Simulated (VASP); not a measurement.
HPbNO4:

```
H Pb N O
1.0
     4.19923    0.11117    0.16817
     1.91600    3.89132    0.12568
     1.76085    1.25259    6.37266
H Pb N O
1 1 1 4
Cartesian
  6.1559 3.5396 4.2374
  3.9410 4.7367 5.7714
  2.1622 1.5295 2.0021
  6.1170 3.6060 5.2180
  2.2525 1.0554 0.8130
  2.1821 0.7481 2.9790
  2.0545 2.7723 2.1460
```

* Program: VASP 6.6.1
* Task: relaxation of cell and atoms
* Functional: BLYP
* Potentials or basis: VASP PAW PBE potentials, release 64 (H, Pb_d, N, O)
* Cutoff: 600 eV
* k mesh: 5 × 5 × 3
* Occupations: fermi-dirac, width 0.05 eV
* Spin: no spin polarisation

At the start: pressure 3.0 GPa; volume 14.48 Å³/atom.

**Question.** Where does the relaxation end?

**Answer.** Over 35 steps the energy falls by 4.6 meV/atom and the volume is 14.98 Å³/atom (+3.4 %); space group P1 (No. 1, to 0.1 Å) before and after.

The path:
| step | energy change (eV) | largest force (eV/Å) | pressure (GPa) | volume (Å³) |
| --- | --- | --- | --- | --- |
| 1 | 0.0000 | 0.8908 | 2.96 | 101.39 |
| 2 | 0.1573 | 2.5717 | -4.90 | 105.36 |
| 3 | -0.0231 | 0.1970 | 0.61 | 102.38 |
| 4 | -0.0231 | 0.1917 | 0.68 | 102.35 |
| 5 | -0.0270 | 0.2889 | 0.47 | 103.33 |
| 6 | -0.0271 | 0.2332 | 0.48 | 103.20 |
| 7 | -0.0302 | 0.1491 | 0.24 | 103.89 |
| 8 | -0.0312 | 0.1225 | 0.06 | 104.39 |
| 9 | -0.0312 | 0.1208 | 0.00 | 104.55 |
| 10 | -0.0314 | 0.0889 | 0.02 | 104.69 |
| 11 | -0.0315 | 0.0245 | 0.01 | 104.64 |
| 12 | -0.0315 | 0.0235 | 0.00 | 104.64 |
| 13 | -0.0315 | 0.0236 | 0.01 | 104.64 |
| 14 | -0.0316 | 0.0251 | 0.02 | 104.66 |
| 15 | -0.0316 | 0.0311 | 0.03 | 104.66 |
| 16 | -0.0316 | 0.0266 | 0.01 | 104.67 |
| 17 | -0.0317 | 0.0267 | -0.02 | 104.69 |
| 18 | -0.0316 | 0.0828 | -0.09 | 104.74 |
| 19 | -0.0317 | 0.0419 | -0.03 | 104.71 |
| 20 | -0.0317 | 0.0312 | -0.02 | 104.71 |
| 21 | -0.0318 | 0.0120 | 0.01 | 104.73 |
| 22 | -0.0318 | 0.0131 | 0.02 | 104.73 |
| 23 | -0.0318 | 0.0147 | 0.03 | 104.73 |
| 24 | -0.0318 | 0.0141 | 0.01 | 104.74 |
| 25 | -0.0318 | 0.0148 | 0.01 | 104.75 |
| 26 | -0.0318 | 0.0364 | -0.01 | 104.78 |
| 27 | -0.0318 | 0.0190 | 0.01 | 104.76 |
| 28 | -0.0318 | 0.0143 | -0.01 | 104.78 |
| 29 | -0.0318 | 0.0215 | -0.03 | 104.82 |
| 30 | -0.0318 | 0.0141 | -0.03 | 104.83 |
| 31 | -0.0319 | 0.0223 | 0.00 | 104.85 |
| 32 | -0.0319 | 0.0177 | -0.01 | 104.86 |
| 33 | -0.0319 | 0.0199 | -0.03 | 104.88 |
| 34 | -0.0319 | 0.0237 | -0.04 | 104.88 |
| 35 | -0.0319 | 0.0090 | -0.04 | 104.88 |

Final structure:
```cif
data_structure
_symmetry_space_group_name_H-M 'P 1'
_symmetry_Int_Tables_number 1
_cell_length_a 4.2669
_cell_length_b 4.3947
_cell_length_c 6.7942
_cell_angle_alpha 72.144
_cell_angle_beta 72.085
_cell_angle_gamma 61.843
_cell_volume 104.88
loop_
_atom_site_label
_atom_site_type_symbol
_atom_site_fract_x
_atom_site_fract_y
_atom_site_fract_z
_atom_site_occupancy
H1 H 0.89142 0.68185 0.62877 1
Pb1 Pb 0.14266 0.93148 0.88315 1
N1 N 0.25713 0.28754 0.30178 1
O1 O 0.83083 0.65223 0.78363 1
O2 O 0.38777 0.22158 0.11226 1
O3 O 0.31085 0.03521 0.45834 1
O4 O 0.07807 0.60592 0.32357 1
```

Caveat: the standard files for N, O and F lose accuracy on very short bonds; the PAW data sets were made with another functional, which shifts forces and pressure a little.
